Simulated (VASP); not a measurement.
Wanted: the native input for a VASP 6.6.1 run.

```
Task                   : single point
Functional             : PBE
Potentials or basis    : VASP PAW PBE potentials, release 64 (Mn_sv, O)
Cutoff                 : 600 eV
k mesh                 : 4 × 4 × 8
Occupations            : gaussian, width 0.1 eV
Spin                   : collinear spin, ferromagnetic start
Starting moments       : [2.91, 2.91, 0.0, 0.0, 0.0, 0.0] μB
Hubbard terms          : Mn d U = 3.9 eV
Dipole correction      : no
Further INCAR settings : ALGO = Normal; EDIFF = 1e-06; NBANDS = 40
```

The structure of MnO2 lies in POSCAR:

```
MnO2
1.0
    4.4572266441      0.0000000000      0.0000000000
    0.0000000000      4.4572266441      0.0000000000
    0.0000000000      0.0000000000      2.9428206314
Mn O
2 4
Direct
    0.0000000000      0.0000000000      0.0000000000
    0.5000000000      0.5000000000      0.5000000000
    0.3060781166      0.3060781166      0.0000000000
    0.1939218834      0.8060781166      0.5000000000
    0.6939218834      0.6939218834      0.0000000000
    0.8060781166      0.1939218834      0.5000000000
```

These files were run (other wordings do the same):

INCAR

```
PREC     = Accurate       # precision mode
ENCUT    = 600            # plane-wave cutoff, eV
EDIFF    = 1E-6           # SCF threshold, eV
ISMEAR   = 0              # smearing method
SIGMA    = 0.1            # smearing width, eV
LREAL    = F              # projectors in reciprocal space
LASPH    = T              # aspherical terms in the spheres
NELM     = 200            # most SCF steps
ALGO     = Normal         # electronic algorithm
ISIF     = 2              # what is computed and relaxed
LWAVE    = F              # write WAVECAR
LCHARG   = F              # write CHGCAR
ISPIN    = 2              # spin polarisation
MAGMOM   = 2.91 2.91 0 0 0 0 # initial moments
LORBIT   = 11             # projections on sites
LMAXMIX  = 4              # l up to which the mixer works
LDAU     = T              # DFT+U
LDAUTYPE = 2            
LDAUL    = 2 -1           # shell
LDAUU    = 3.9 0          # U, eV
LDAUJ    = 0 0          
LDAUPRINT= 1            
GGA      = PE             # functional
NBANDS   = 40             # bands
GGA_COMPAT= F
```

KPOINTS

```
regular mesh
0
Gamma
  4 4 8
```

Potentials or basis: VASP PAW PBE potentials, release 64 (Mn_sv, O).

Run with:

```bash
$ cat potpaw_PBE.64/Mn_sv/POTCAR potpaw_PBE.64/O/POTCAR > POTCAR
$ mpirun -np 1 vasp_std > vasp.out
```

Results of the run:

| Property | Result |
| --- | --- |
| Pressure | -3.6 GPa |
| Largest force | 0.025 eV/Å |
| Net moment | 6.04 μB per cell |
| Site moments | Mn +2.98; O -0.04 μB |
| Valence electrons inside the program's atomic spheres | Mn 12.64; O 5.03 |

Caveat: the cell stands under tension; the run started ferromagnetic, and an antiferromagnetic order may lie lower in energy.

It took 3.1 min on 1 thread of Intel(R) Xeon(R) Platinum 8259CL CPU @ 2.50GHz (Skylake/Cascade Lake) (shared host), peak memory 0.27 GiB.
